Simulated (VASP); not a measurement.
**Au: single point with r2SCAN**

Crystal: Au.

```
Au
1.0
     0.00000    2.02302    2.02302
     2.02302    0.00000    2.02302
     2.02302    2.02302    0.00000
Au
1
Direct
  0.00000 0.00000 0.00000
```

```yaml
Program: VASP 6.6.1
Task: single point
Functional: r2SCAN
Potentials_or_basis: VASP PAW PBE potentials, release 64 (Au)
Cutoff: 520 eV
k_mesh: 14 × 14 × 14
Occupations: fermi-dirac, width 0.1 eV
Spin: no spin polarisation
Dipole_correction: no
Further_INCAR_settings: ALGO = Normal; EDIFF = 1e-06; NBANDS = 12
```

```json
{"Pressure": "10.9 GPa"}
```

Levels at points of the mesh, in eV from the Fermi level:
```tsv
k point	band 3	band 4	band 5	band 6	band 7	band 8	band 9	band 10
(0.00, 0.00, 0.00)	-5.10	-5.10	-3.48	-3.48	15.29	19.57	19.57	19.57
(0.50, 0.00, 0.00)	-5.15	-2.17	-2.17	-0.93	3.36	14.79	18.18	18.18
(0.50, 0.50, 0.00)	-2.23	-1.81	-1.81	1.11	6.28	10.63	10.63	18.42
```

Run time: 95 s on 1 thread of Intel Xeon 8259CL, on a shared host, peak memory 0.16 GiB.

Caveat: the PAW data sets were made with another functional, which shifts forces and pressure a little; spin-orbit coupling is left out, which moves the levels of the heavy elements.
